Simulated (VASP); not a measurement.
Set up this calculation in VASP 6.6.1, as the native input.

```
Task                   : relaxation of cell and atoms
Functional             : LDA
Potentials or basis    : VASP PAW LDA potentials, release 64 (I)
Cutoff                 : 600 eV
k mesh                 : 9 × 9 × 12
Occupations            : fermi-dirac, width 0.05 eV
Spin                   : no spin polarisation
Target pressure        : 290 GPa
Dipole correction      : no
Further INCAR settings : ALGO = Normal; EDIFF = 1e-06; IBRION = 2; EDIFFG = -0.005; NSW = 32; ISIF = 3
```

The structure of I lies in POSCAR:

```
I
1.0
    4.2344876389      0.0000000000      0.0000000000
   -2.1172438194      3.6671738673      0.0000000000
    0.0000000000      0.0000000000      2.4781436714
I
3
Direct
    0.0000000000      0.0000000000      0.0000000000
    0.3333333333      0.6666666667      0.5000000000
    0.6666666667      0.3333333333      0.5000000000
```

These files were run (other wordings do the same):

INCAR

```
SYSTEM = I
  PREC = Accurate
  ENCUT = 600
  EDIFF = 1E-6
  ISMEAR = -1
  SIGMA = 0.05
  LREAL = .FALSE.
  LASPH = .TRUE.
  NELM = 60
  ALGO = Normal
  ISIF = 3
  LWAVE = .FALSE.
  LCHARG = .FALSE.
  IBRION = 2
  NSW = 32
  EDIFFG = -0.005
  PSTRESS = 2900.0
```

KPOINTS

```
regular mesh
0
G
  9 9 12
  0 0 0
```

Potentials or basis: VASP PAW LDA potentials, release 64 (I).

The run is started by

```sh
$ cat potpaw_LDA.64/I/POTCAR > POTCAR
$ mpirun -np 1 vasp_std > vasp.out
```

It gave:

```
Relaxed volume                                             : 12.84 Å³/atom
Relaxed cell                                               : a = 4.236 Å, b = 4.236 Å, c = 2.479 Å, α = 90.00°, β = 90.00°, γ = 120.00°
Space group after relaxing (to 0.1 Å)                      : P6/mmm (No. 191)
Energy change on relaxing (the run minimises the enthalpy) : -22.9 meV/atom
Ionic steps                                                : 3
Pressure after relaxing                                    : 290.0 GPa
```

Caveat: the cell is relaxed towards a set pressure, so the run minimises the enthalpy, not the energy; the highest band is partly filled, so the run has too few bands.

Wall time 32 s on 1 thread of Intel(R) Xeon(R) 6975P-C (Granite Rapids), with other jobs on the host, peak memory 0.18 GiB.
